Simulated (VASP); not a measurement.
**TiB2: relaxation of cell and atoms with PBEsol**

Crystal: TiB2.

```
Ti B
1.0
     3.02920    0.00000    0.00000
    -1.51460    2.62336    0.00000
     0.00000    0.00000    3.22840
Ti B
1 2
Direct
  0.00000 0.00000 0.00000
  0.66667 0.33333 0.50000
  0.33333 0.66667 0.50000
```

```json
{
 "Program": "VASP 6.6.1",
 "Task": "relaxation of cell and atoms",
 "Functional": "PBEsol",
 "Potentials or basis": "VASP PAW PBE potentials, release 64 (Ti_sv, B)",
 "Cutoff": "600 eV",
 "k mesh": "10 × 10 × 8",
 "Occupations": "fermi-dirac, width 0.05 eV",
 "Spin": "no spin polarisation",
 "Target pressure": "20 GPa",
 "Dipole correction": "no",
 "Further INCAR settings": "ALGO = Normal; EDIFF = 1e-07; IBRION = 2; EDIFFG = -0.02; NSW = 80; ISIF = 3"
}
```

```yaml
Relaxed_volume: 7.84 Å³/atom
Relaxed_cell: a = 2.959 Å, b = 2.959 Å, c = 3.102 Å, α = 90.00°, β = 90.00°, γ = 120.00°
Space_group_after_relaxing_to_0.05_Å: P6/mmm (No. 191)
Energy_change_on_relaxing_the_enthalpy_is_what_falls: +29.3 meV/atom
Ionic_steps: 9
Pressure_after_relaxing: 20.0 GPa
Band_gap_on_the_k_mesh: zero (band 9 reaches 11.46 eV, above the bottom of band 10 at 10.56 eV)
```

The path:
```csv
step,energy change (eV),largest force (eV/Å),pressure (GPa),volume (Å³)
1,0.0000,0.0000,-4.73,25.66
2,0.7317,0.0000,66.68,21.06
3,0.0821,0.0000,19.37,23.61
4,0.0879,0.0000,20.05,23.56
5,0.0930,0.0000,20.63,23.52
6,0.0931,0.0000,20.60,23.49
7,0.0931,0.0000,20.61,23.49
8,0.0817,0.0000,19.30,23.58
9,0.0878,0.0000,20.00,23.53
```

Final structure:
```
Ti B
1.0
     2.95938    0.00000    0.00000
    -1.47969    2.56290    0.00000
     0.00000    0.00000    3.10214
Ti B
1 2
Direct
  0.00000 0.00000 0.00000
  0.66667 0.33333 0.50000
  0.33333 0.66667 0.50000
```

Levels at points of the mesh, in eV from the Fermi level:
```csv
k point,band 6,band 7,band 8,band 9,band 10,band 11,band 12,band 13
"(0.00, 0.00, 0.00)",-2.81,-2.81,-2.24,-2.03,2.26,2.26,4.31,4.31
"(0.50, 0.00, 0.00)",-9.24,-3.31,-3.27,-2.45,1.64,3.14,3.72,3.83
"(0.00, 0.00, 0.50)",-7.86,-0.49,-0.49,-0.22,-0.22,0.56,0.56,2.17
"(0.50, 0.00, 0.50)",-7.54,-4.93,-4.07,-3.07,3.04,3.38,5.35,5.37
```

It took 99 s on 1 thread of Intel Xeon 6975P-C, on a shared host, peak memory 0.17 GiB.

Caveat: the cell is relaxed towards a set pressure, so the enthalpy falls and the energy may rise; the PAW data sets were made with another functional, which shifts forces and pressure a little.
